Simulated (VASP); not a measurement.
Write the native input for VASP 6.6.1 that does the following.

| Property | Result |
| --- | --- |
| Task | relaxation of cell and atoms |
| Functional | PBE |
| Potentials or basis | VASP PAW PBE potentials, release 64 (Pd) |
| Cutoff | 600 eV |
| k mesh | 18 × 18 × 17 |
| Occupations | fermi-dirac, width 0.05 eV |
| Spin | no spin polarisation |
| Target pressure | 150 GPa |
| Dipole correction | no |
| Further INCAR settings | ALGO = Normal; EDIFF = 1e-07; IBRION = 2; EDIFFG = -0.005; NSW = 60; ISIF = 3 |

The structure of Pd lies in POSCAR:

```
Pd
1.0
    2.3833415808      0.0000000000      0.0000000000
   -1.1916707904      2.0640343548      0.0000000000
    0.0000000000      0.0000000000      2.2403410859
Pd
1
Direct
    0.0000000000      0.0000000000      0.0000000000
```

This isn't the form of Pd at room conditions, which is fcc.

One way to write it, as run:

INCAR

```
SYSTEM = Pd
ALGO = Normal
EDIFF = 1E-7
EDIFFG = -0.005
ENCUT = 600
GGA = PE
IBRION = 2
ISIF = 3
ISMEAR = -1
LASPH = .True.
LCHARG = .False.
LREAL = .False.
LWAVE = .False.
NELM = 60
NSW = 60
PREC = Accurate
PSTRESS = 1500.0
SIGMA = 0.05
```

KPOINTS

```
k-points
0
Gamma
  18 18 17
  0 0 0
```

Potentials or basis: VASP PAW PBE potentials, release 64 (Pd).

The run is started by

```bash
$ cat potpaw_PBE.64/Pd/POTCAR > POTCAR
$ mpirun -np 1 vasp_std > vasp.out
```

It gave:

| Property | Result |
| --- | --- |
| Relaxed volume | 11.31 Å³/atom |
| Relaxed cell | a = 2.384 Å, b = 2.384 Å, c = 2.299 Å, α = 90.00°, β = 90.00°, γ = 120.00° |
| Space group after relaxing (to 0.1 Å) | P6/mmm (No. 191) |
| Energy change on relaxing (the run minimises the enthalpy) | -315.8 meV/atom |
| Ionic steps | 9 |
| Pressure after relaxing | 150.0 GPa |
| Band gap on the k mesh | zero (bands 5 and 6 overlap by 3.90 eV) |

Caveat: the cell is relaxed towards a set pressure, so the run minimises the enthalpy, not the energy.

Run time: 2.3 min on 1 thread of AMD EPYC 7R13 Processor (Zen 3) (shared host), peak memory 0.14 GiB.
